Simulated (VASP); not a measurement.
## ScAl: single point with r2SCAN

The system is ScAl.

```
Sc Al
1.0
     3.37035    0.00000    0.00000
     0.00000    3.37035    0.00000
     0.00000    0.00000    3.37035
Sc Al
1 1
Cartesian
  1.6852 1.6852 1.6852
  0.0000 0.0000 0.0000
```

```json
{"Program": "VASP 6.6.1", "Task": "single point", "Functional": "r2SCAN", "Potentials or basis": "VASP PAW PBE potentials, release 64 (Sc_sv, Al)", "Cutoff": "520 eV", "k mesh": "12 × 12 × 12", "Occupations": "gaussian, width 0.05 eV", "Spin": "no spin polarisation"}
```

- Pressure: 0.1 GPa
- Band gap on the k mesh: zero (bands 7 and 8 overlap by 1.27 eV)

Levels at points of the mesh, in eV from the Fermi level:
```
           k point  band 3  band 4  band 5  band 6  band 7  band 8  band 9  band 10  band 11  band 12
(0.00, 0.00, 0.00)  -29.19  -29.19   -9.01   -0.68   -0.68    2.98    2.98     2.98     3.90     3.90
(0.50, 0.00, 0.00)  -29.17  -29.17   -6.07   -4.89    0.37    0.92    0.92     3.22     4.08     6.18
(0.50, 0.50, 0.00)  -29.34  -29.15   -4.94   -2.13   -2.13   -0.84    1.72     1.72     3.95     5.31
(0.50, 0.50, 0.50)  -29.32  -29.32   -2.72   -2.72   -2.72   -0.28    2.93     2.93     2.93     4.02
```

Wall time 90 s on 1 thread of Intel(R) Xeon(R) 6975P-C (Granite Rapids), on a shared host, peak memory 0.19 GiB.

Caveat: the PAW data sets were made with another functional, which shifts forces and pressure a little.
